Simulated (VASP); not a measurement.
# SiC (P6_3mc) in VASP: single point with HSE06

Aim: the single point of SiC with HSE06.

Program: VASP 6.6.1. These are calculated values, not measurements. Logs are shortened: lines on timing, memory, paths and dates and some standing lists are left out, and cuts for length are marked.

## 1. The cell of the first run

The structure is hexagonal, space group P6_3mc (No. 186). Conventional cell: a = 3.000 Å, b = 3.000 Å, c = 5.071 Å, α = 90.00°, β = 90.00°, γ = 120.00°. Within 2.5 Å of Si (site symmetry 3m) lie 4 C at 1.85 to 1.89 Å. Within 2.5 Å of C (site symmetry 3m) lie 4 Si at 1.85 to 1.89 Å.

## 2. Single point, HSE06 (epitaxial xy strain -2.5%)

File POSCAR:

```
SiC
1.0
    3.0000101912      0.0000000000      0.0000000000
   -1.5000050956      2.5980850372      0.0000000000
    0.0000000000      0.0000000000      5.0709167896
Si C
2 2
Direct
    0.3333333333      0.6666666667      0.5012143132
    0.6666666667      0.3333333333      1.0012143132
    0.3333333333      0.6666666667      0.8737856868
    0.6666666667      0.3333333333      0.3737856868
```

File INCAR.step1:

```
ALGO = Normal ; EDIFF = 1E-5
ENCUT = 520 ; GGA = PE
ISIF = 2 ; ISMEAR = 0
LASPH = True ; LCHARG = False
LREAL = False ; LWAVE = True
NBANDS = 16 ; NELM = 60
PREC = Accurate ; SIGMA = 0.01
```

File INCAR.step2:

```
ALGO = Normal ; EDIFF = 1E-7
ENCUT = 520 ; GGA = PE
HFSCREEN = 0.2079 ; ISIF = 2
ISMEAR = 0 ; ISTART = 1
LASPH = True ; LCHARG = False
LHFCALC = True ; LREAL = False
LWAVE = False ; NBANDS = 16
NELM = 60 ; PREC = Accurate
PRECFOCK = Normal ; SIGMA = 0.01
```

File KPOINTS:

```
k-points
0
Gamma
  6 6 4
```

Potentials or basis: VASP PAW PBE potentials, release 64 (Si, C).

Command:

```console
> cat potpaw_PBE.64/Si/POTCAR potpaw_PBE.64/C/POTCAR > POTCAR
> cp INCAR.step1 INCAR
> mpirun -np 1 vasp_std > vasp.out
> cp INCAR.step2 INCAR
> mpirun -np 1 vasp_std > vasp.out
```

OUTCAR:

```text
EDIFF = 1E-7
   ENCUT = 520
   GGA = PE
   HFSCREEN = 0.2079
   ISIF = 2
   ISMEAR = 0
   ISTART = 1
   LASPH = True
   LHFCALC = True
   LREAL = False
   NELM = 60
   PREC = Accurate
   PRECFOCK = Normal

 ion  position               nearest neighbor table
   1  0.333  0.667  0.501-   4 1.85   4 1.85   4 1.85   3 1.89   2 3.07   2 3.07   2 3.07   2 3.07
                             2 3.07   2 3.07
   2  0.667  0.333  0.001-   3 1.85   3 1.85   3 1.85   4 1.89   1 3.07   1 3.07   1 3.07   1 3.07
                             1 3.07   1 3.07
   3  0.333  0.667  0.874-   2 1.85   2 1.85   2 1.85   1 1.89
   4  0.667  0.333  0.374-   1 1.85   1 1.85   1 1.85   2 1.89

  LATTYP: Found a hexagonal cell.
 ALAT       =     3.0000101912
 C/A-ratio  =     1.6902998545

  Lattice vectors:

 A1 = (   3.0000101912,   0.0000000000,   0.0000000000)
 A2 = (  -1.5000050956,   2.5980850372,   0.0000000000)
 A3 = (   0.0000000000,   0.0000000000,   5.0709167896)

Analysis of symmetry for initial positions (statically):
=====================================================================
 Subroutine PRICEL returns:
 Original cell was already a primitive cell.

 Routine SETGRP: Setting up the symmetry group for a
 hexagonal supercell.

 Subroutine GETGRP returns: Found 12 space group operations
 (whereof  6 operations were pure point group operations)
 out of a pool of 24 trial point group operations.

The static configuration has the point symmetry C_3v.
 The point group associated with its full space group is C_6v.

Analysis of symmetry for dynamics (positions and initial velocities):
=====================================================================
 Subroutine PRICEL returns:
 Original cell was already a primitive cell.

 Routine SETGRP: Setting up the symmetry group for a
 hexagonal supercell.

 Subroutine GETGRP returns: Found 12 space group operations
 (whereof  6 operations were pure point group operations)
 out of a pool of 24 trial point group operations.

The dynamic configuration has the point symmetry C_3v.
 The point group associated with its full space group is C_6v.

 Subroutine INISYM returns: Found 12 space group operations
 (whereof  6 operations are pure point group operations),
 and found     1 'primitive' translations

----------------------------------------------------------------------------------------

                                     Primitive cell

  volume of cell :      39.5242

  direct lattice vectors                    reciprocal lattice vectors
     3.000010191  0.000000000  0.000000000     0.333332201  0.192449436  0.000000000
    -1.500005096  2.598085037  0.000000000     0.000000000  0.384898872  0.000000000
     0.000000000  0.000000000  5.070916790     0.000000000  0.000000000  0.197202999

  length of vectors
     3.000010191  3.000010191  5.070916790     0.384898872  0.384898872  0.197202999

  position of ions in fractional coordinates (direct lattice)
     0.333333333  0.666666667  0.501214313
     0.666666667  0.333333333  0.001214313
     0.333333333  0.666666667  0.873785687
     0.666666667  0.333333333  0.373785687

  ion indices of the primitive-cell ions
   primitive index   ion index
                 1           1
                 2           2
                 3           3
                 4           4

----------------------------------------------------------------------------------------

 KPOINTS: k-points

Automatic generation of k-mesh.
 Grid dimensions read from file:
 generate k-points for:    6    6    4

 Generating k-lattice:

  Cartesian coordinates                     Fractional coordinates (reciprocal lattice)
     0.055555367  0.032074906  0.000000000     0.166666667 -0.000000000  0.000000000
     0.000000000  0.064149812  0.000000000     0.000000000  0.166666667  0.000000000
     0.000000000  0.000000000  0.049300750     0.000000000  0.000000000  0.250000000

  Length of vectors
     0.064149812  0.064149812  0.049300750

  Shift w.r.t. Gamma in fractional coordinates (k-lattice)
     0.000000000  0.000000000  0.000000000

 Subroutine IBZKPT returns following result:
 ===========================================

 Found     21 irreducible k-points:

 Following reciprocal coordinates:
            Coordinates               Weight
  0.000000  0.000000  0.000000      1.000000
  0.166667 -0.000000  0.000000      6.000000
  0.333333 -0.000000  0.000000      6.000000
  0.500000 -0.000000  0.000000      3.000000
  0.166667  0.166667  0.000000      6.000000
  0.333333  0.166667  0.000000     12.000000
[... 13 lines left out ...]
  0.333333  0.166667  0.500000     12.000000
  0.333333  0.333333  0.500000      2.000000
   k-points           NKPTS =     21   k-points in BZ     NKDIM =    144   number of bands    NBANDS=     16
   number of dos      NEDOS =    301   number of ions     NIONS =      4
   total plane-waves  NPLWV =  23040
   dimension x,y,z NGX =    24 NGY =   24 NGZ =   40
   dimension x,y,z NGXF=    48 NGYF=   48 NGZF=   80
   ions per type =               2   2
   NGX,Y,Z   is equivalent  to a cutoff of  13.30, 13.30, 13.11 a.u.
   NGXF,Y,Z  is equivalent  to a cutoff of  26.60, 26.60, 26.23 a.u.
 SYSTEM =  unknown system
   PREC   = accura    normal or accurate (medium, high low for compatibility)
   ISTART =      1    job   : 0-new  1-cont  2-samecut
   ICHARG =      0    charge: 1-file 2-atom 10-const
   ISPIN  =      1    spin polarized calculation?
   LNONCOLLINEAR =      F non collinear calculations
   LSORBIT =      F    spin-orbit coupling
   LASPH  =      T    aspherical Exc in radial PAW
   ENCUT  =  520.0 eV  38.22 Ry    6.18 a.u.   5.58  5.58  9.43*2*pi/ulx,y,z
   NELM   =     60;   NELMIN=  2; NELMDL=  0     # of ELM steps
   EDIFF  = 0.1E-06   stopping-criterion for ELM
   LREAL  =      F    real-space projection
   EDIFFG = 0.1E-05   stopping-criterion for IOM
   NSW    =      0    number of steps for IOM
   IBRION =     -1    ionic relax: 0-MD 1-quasi-New 2-CG
   NFREE  =      0    steps in history (QN), initial steepest desc. (CG)
   ISIF   =      2    stress and relaxation
   ISYM   =      3    0-nonsym 1-usesym 2-fastsym
   POTIM  = 0.5000    time-step for ionic-motion
   TEBEG  =    0.0;   TEEND  =   0.0 temperature during run
   PSTRESS=    0.0 pullay stress
   NELECT =      16.0000    total number of electrons
   NUPDOWN=      -1.0000    fix difference up-down
   EMIN   =  10.00;   EMAX   =-10.00  energy-range for DOS
   EFERMI =   0.00;   METHOD = LEGACY
   ISMEAR =     0;   SIGMA  =   0.01  broadening in eV -4-tet -1-fermi 0-gaus
   EFERMI_NEDOS =   21; number of points for ismear=-14 and -15
   IALGO  =     38    algorithm
   IMIX   =      1    mixing-type and parameters
     AMIX     =   0.40;   BMIX     =  1.00
     AMIX_MAG =   1.60;   BMIX_MAG =  1.00
  volume/ion in A,a.u.               =       9.88        66.68
  Fermi-wavevector in a.u.,A,eV,Ry     =   1.211046  2.288545 19.954745  1.466632
  Thomas-Fermi vector in A             =   2.346574
   LORBIT       =      0    0 simple, 1 ext, 2 COOP (PROOUT), +10 PAW based schemes
   GGA     = PE    functional components
   LHFCALC =     T    Hartree Fock is set to
   PRECFOCK=normal    Normal, Fast or Accurate (Low or Medium for compatibility)
   ENCUT4O =  -1.0   cutoff for four orbital integrals eV
   NKREDX  =     1    reduce k-point grid by
   NKREDY  =     1    reduce k-point grid by
   NKREDZ  =     1    reduce k-point grid by
   AEXX    =    0.2500 exact exchange contribution
   HFSCREEN=    0.2079 screening length (either q_TF or 0.3 A-1)
   HFSCREENC=   0.2079 screening length for correlation (either q_TF or 0.3 A-1)
   ENCUTFOCK=  -1.0 apply spherical cutoff to Coloumb kernel
   IVDW    =     0    specifies the selected vdW correction
   LEPSILON=     F    determine dielectric tensor
   LRPA    =     F    only Hartree local field effects (RPA)
 non-spin polarized calculation
 Gauss-broadening in eV      SIGMA  =   0.01
  energy-cutoff  :      520.00
  volume of cell :       39.52
 maximum number of plane-waves:      1088
 NGX is ok and might be reduce to    24
  NGX = 18; NGY = 18; NGZ = 30

 number of electron      15.9999999 magnetization

 Free energy of the ion-electron system (eV)
  ---------------------------------------------------
  ext. energy  EPLUGINS =         0.00000000
  ---------------------------------------------------
  free energy    TOTEN  =       -34.74184421 eV

  energy without entropy =      -34.74184421  energy(sigma->0) =      -34.74184421

 E-fermi :   8.3097     XC(G=0):  -9.5063

 val. band max:        8.2685738579   @ k =   0.0000   0.0000   0.0000
 cond. band min:      11.1120171572   @ k =   0.3333   0.3333   0.0000
 fundamental gap:      2.8434432993
 Fermi energy:         8.3097232788

 k-point     1 :       0.0000    0.0000    0.0000
  band No.  band energies     occupation
      1      -9.3828      2.00000
      2      -5.5887      2.00000
      3      -1.7406      2.00000
      4       6.9291      2.00000
      5       6.9291      2.00000
      6       7.8265      2.00000
[... 8 lines left out ...]
     15      18.9987      0.00000
     16      21.4270      0.00000

 k-point     2 :       0.1667   -0.0000    0.0000
  band No.  band energies     occupation
      1      -8.8311      2.00000
      2      -5.1162      2.00000
      3      -1.2164      2.00000
      4       4.4916      2.00000
      5       6.1382      2.00000
      6       6.4911      2.00000
[... 8 lines left out ...]
     15      19.5829      0.00000
     16      19.9513      0.00000

 k-point     3 :       0.3333   -0.0000    0.0000
  band No.  band energies     occupation
      1      -7.2499      2.00000
      2      -3.9577      2.00000
      3      -0.0998      2.00000
      4       1.1667      2.00000
      5       3.2419      2.00000
      6       5.0451      2.00000
[... 8 lines left out ...]
     15      21.1090      0.00000
     16      22.5258      0.00000
[... 305 lines left out ...]
 k-point    20 :       0.3333    0.1667    0.5000
  band No.  band energies     occupation
      1      -4.8125      2.00000
      2      -4.8125      2.00000
      3      -0.1560      2.00000
      4      -0.1560      2.00000
      5       3.6321      2.00000
      6       3.6321      2.00000
[... 8 lines left out ...]
     15      22.2561      0.00000
     16      22.2561      0.00000

 k-point    21 :       0.3333    0.3333    0.5000
  band No.  band energies     occupation
      1      -3.9155      2.00000
      2      -3.9155      2.00000
      3      -0.3710      2.00000
      4      -0.3710      2.00000
      5       1.7774      2.00000
      6       1.7774      2.00000
[... 8 lines left out ...]
     15      21.6630      0.00000
     16      21.6630      0.00000

------------------------ aborting loop because EDIFF is reached ----------------------------------------

  FORCE on cell =-STRESS in cart. coord.  units (eV):
  Direction    XX          YY          ZZ          XY          YZ          ZX
  --------------------------------------------------------------------------------------
  -------------------------------------------------------------------------------------
  Total        3.8547922      3.8547922     -0.4526628      0.0000000      0.0000000      0.0000000
  in kB      156.2604157    156.2604157    -18.3494415      0.0000000      0.0000000      0.0000000
  external PRESSURE =      98.0571300 kB  Pullay stress =       0.0000000 kB

 VOLUME and BASIS-vectors are now :
 -----------------------------------------------------------------------------
  energy-cutoff  :      520.00
  volume of cell :       39.52
      direct lattice vectors                 reciprocal lattice vectors
     3.000010191  0.000000000  0.000000000     0.333332201  0.192449436  0.000000000
    -1.500005096  2.598085037  0.000000000     0.000000000  0.384898872  0.000000000
     0.000000000  0.000000000  5.070916790     0.000000000  0.000000000  0.197202999

 POSITION                                       TOTAL-FORCE (eV/Angst)
 -----------------------------------------------------------------------------------
     -0.00000      1.73206      2.54162         0.000000     -0.000000     -0.008841
      1.50001      0.86603      0.00616         0.000000      0.000000     -0.008841
     -0.00000      1.73206      4.43089         0.000000      0.000000      0.008841
      1.50001      0.86603      1.89544        -0.000000     -0.000000      0.008841
 -----------------------------------------------------------------------------------
    total drift:                                0.000000      0.000000      0.000077

  FREE ENERGIE OF THE ION-ELECTRON SYSTEM (eV)
  ---------------------------------------------------
  free  energy   TOTEN  =       -34.7418442069 eV

  energy  without entropy=      -34.7418442069  energy(sigma->0) =      -34.74184421
```

Run time: 22 min. Hardware: 1 thread of Intel Xeon Platinum 8375C at 2.90GHz (Ice Lake), shared host; peak memory 0.26 GiB.

What came out:

| Quantity | Value |
| --- | --- |
| Free energy | -34.7418 eV |
| Pressure | 9.8 GPa |
| Largest force | 0.009 eV/Å |
| Band gap on the k mesh | 2.84 eV, indirect (least direct gap 5.41 eV) |

Forces on the atoms (eV/Å):
```
Si   0.000  0.000 -0.009
Si   0.000  0.000 -0.009
C    0.000  0.000  0.009
C    0.000  0.000  0.009
```

Stress tensor (GPa, compression positive):
```
15.63  0.00  0.00
 0.00 15.63  0.00
 0.00  0.00 -1.83
```

Levels at points of the mesh, in eV from the valence-band top:
| k point | band 5 | band 6 | band 7 | band 8 | band 9 | band 10 | band 11 | band 12 |
| --- | --- | --- | --- | --- | --- | --- | --- | --- |
| (0.00, 0.00, 0.00) | -1.34 | -0.44 | 0.00 | 0.00 | 6.81 | 7.22 | 8.37 | 8.37 |
| (0.50, 0.00, 0.00) | -6.19 | -3.77 | -3.65 | -1.42 | 3.99 | 4.98 | 8.45 | 8.54 |
| (0.00, 0.00, 0.50) | -0.72 | -0.72 | -0.72 | -0.72 | 7.81 | 7.81 | 9.05 | 9.05 |
| (0.50, 0.00, 0.50) | -2.86 | -2.86 | -2.72 | -2.72 | 4.17 | 4.17 | 6.44 | 6.44 |

Caveat: the cell differs from its parent crystal (epitaxial xy strain -2.5%); the PAW data sets were made with another functional, which shifts forces and pressure a little. A k mesh can miss the band edges.
